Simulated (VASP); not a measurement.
A run of VASP 6.6.1 is set up as follows.

File POSCAR:

```
BP
1.0
    0.0000000000      2.2690000000      2.2690000000
    2.2690000000      0.0000000000      2.2690000000
    2.2690000000      2.2690000000      0.0000000000
P B
1 1
Direct
    0.7500000000      0.7500000000      0.7500000000
    0.0000000000      0.0000000000      0.0000000000
```

File INCAR.step1:

```
ALGO     = Normal         # electronic algorithm
EDIFF    = 1E-4           # SCF threshold, eV
ENCUT    = 520            # plane-wave cutoff, eV
GGA      = PE             # functional
ISMEAR   = -1             # smearing method
LASPH    = T              # aspherical terms in the spheres
LCHARG   = F              # write CHGCAR
LREAL    = F              # projectors in reciprocal space
LWAVE    = T              # write WAVECAR
NBANDS   = 11             # bands
NELM     = 80             # most SCF steps
PREC     = Accurate       # precision mode
SIGMA    = 0.05           # smearing width, eV
```

Contents of INCAR.step2:

```
ALGO     = Normal         # electronic algorithm
EDIFF    = 1E-6           # SCF threshold, eV
ENCUT    = 520            # plane-wave cutoff, eV
ISIF     = 2              # what is computed and relaxed
ISMEAR   = -1             # smearing method
ISTART   = 1            
IVDW     = 12             # dispersion correction
LASPH    = T              # aspherical terms in the spheres
LCHARG   = F              # write CHGCAR
LMIXTAU  = T            
LREAL    = F              # projectors in reciprocal space
LWAVE    = F              # write WAVECAR
METAGGA  = R2SCAN         # meta-GGA
NBANDS   = 11             # bands
NELM     = 80             # most SCF steps
PREC     = Accurate       # precision mode
SIGMA    = 0.05           # smearing width, eV
VDW_A1   = 0.49484001   
VDW_A2   = 5.73083694   
VDW_S6   = 1.0          
VDW_S8   = 0.78981345
```

Contents of KPOINTS:

```
k-points
0
Gamma
  10 10 10
```

Potentials or basis: VASP PAW PBE potentials, release 64 (P, B).

Run with:

```console
$ cat potpaw_PBE.64/P/POTCAR potpaw_PBE.64/B/POTCAR > POTCAR
$ cp INCAR.step1 INCAR
$ mpirun -np 1 vasp_std > vasp.out
$ cp INCAR.step2 INCAR
$ mpirun -np 1 vasp_std > vasp.out
```

Question: What does it give for the pressure?

Answer: -2.7 GPa.

Question: What does it give for the band gap on the k mesh?

Answer: 1.45 eV, indirect (least direct gap 3.64 eV).

Question: Predict the dispersion energy per atom.

Answer: -0.151 eV.

Caveat: the PAW data sets were made with another functional, which shifts forces and pressure a little. r2SCAN opens gaps a little over a GGA but as a rule still falls short of measured ones.
